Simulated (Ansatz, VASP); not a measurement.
## C in VASP and in Ansatz

```
C
1.0
     1.22913    0.70964    3.28357
    -1.22913    0.70964    3.28357
     0.00000   -1.41928    3.28357
C
2
Direct
  0.17920 0.17920 0.15101
  0.82080 0.82080 0.84899
```

Change from the starting cell: mode 4 frozen in at +0.032 Å and mode 6 at +0.040 Å (largest displacements).

Alike in both runs: task single point; functional PBEsol; dispersion D3(BJ); k mesh 15 × 15 × 15; occupations gaussian, width 0.05 eV; no spin polarisation.

|  | VASP | Ansatz |
| --- | --- | --- |
| version | VASP 6.6.1 | Ansatz 0.2.0 |
| potentials or method | VASP PAW PBE potentials, release 64 (C), cutoff 520 eV | scalar-relativistic, plane waves, PAW |
| valence electrons in the cell | 8 | 8 |

Ansatz gave:

```
gap on the k mesh at the Fermi level (eV)                     : 0.27
least direct gap on the mesh (eV)                             : 0.27
pressure (GPa)                                                : 2.5
traceless stress, the component that is largest in VASP (GPa) : 9.89
rms of the force components (eV/Å)                            : 2.338
```

Question: Estimate VASP's values.

Answer: gap on the k mesh at the Fermi level (eV): 0.27; least direct gap on the mesh (eV): 0.27; pressure (GPa): 3.2; traceless stress, the component that is largest in VASP (GPa): 10.47; rms of the force components (eV/Å): 2.343.

VASP's potentials were made for PBE, not for PBEsol. Atom by atom the forces differ by 0.006 eV/Å (rms over components).
